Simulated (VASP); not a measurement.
Set up this calculation in VASP 6.6.1, as the native input.

```
Task                   : single point
Functional             : LDA
Potentials or basis    : VASP PAW LDA potentials, release 64 (Pd)
Cutoff                 : 520 eV
k mesh                 : 12 × 12 × 12
Occupations            : fermi-dirac, width 0.05 eV
Spin                   : no spin polarisation
Dipole correction      : no
Further INCAR settings : ALGO = Normal; EDIFF = 1e-06; NBANDS = 11
```

The structure of Pd lies in POSCAR:

```
Pd
1.0
   -1.5510313546      1.5510313546      1.5510313546
    1.5510313546     -1.5510313546      1.5510313546
    1.5510313546      1.5510313546     -1.5510313546
Pd
1
Direct
    0.0000000000      0.0000000000      0.0000000000
```

These files were run (other wordings do the same):

INCAR

```
SYSTEM = Pd
PREC = Accurate ; ENCUT = 520
EDIFF = 1E-6 ; ISMEAR = -1
SIGMA = 0.05 ; LREAL = .False.
LASPH = .True. ; NELM = 100
ALGO = Normal ; ISIF = 2
LWAVE = .False. ; LCHARG = .False.
GGA = CA ; NBANDS = 11
```

KPOINTS

```
regular mesh
0
Gamma
  12 12 12
  0 0 0
```

Potentials or basis: VASP PAW LDA potentials, release 64 (Pd).

Command:

```sh
$ cat potpaw_LDA.64/Pd/POTCAR > POTCAR
$ mpirun -np 1 vasp_std > vasp.out
```

Results of the run:

| Quantity | Value |
| --- | --- |
| Pressure | -8.9 GPa |
| Band gap on the k mesh | zero (band 5 reaches 9.99 eV, above the bottom of band 6 at 8.34 eV) |

It took 3.9 s on 1 thread of Intel(R) Xeon(R) 6975P-C (Granite Rapids), with other jobs on the host, peak memory 0.12 GiB.
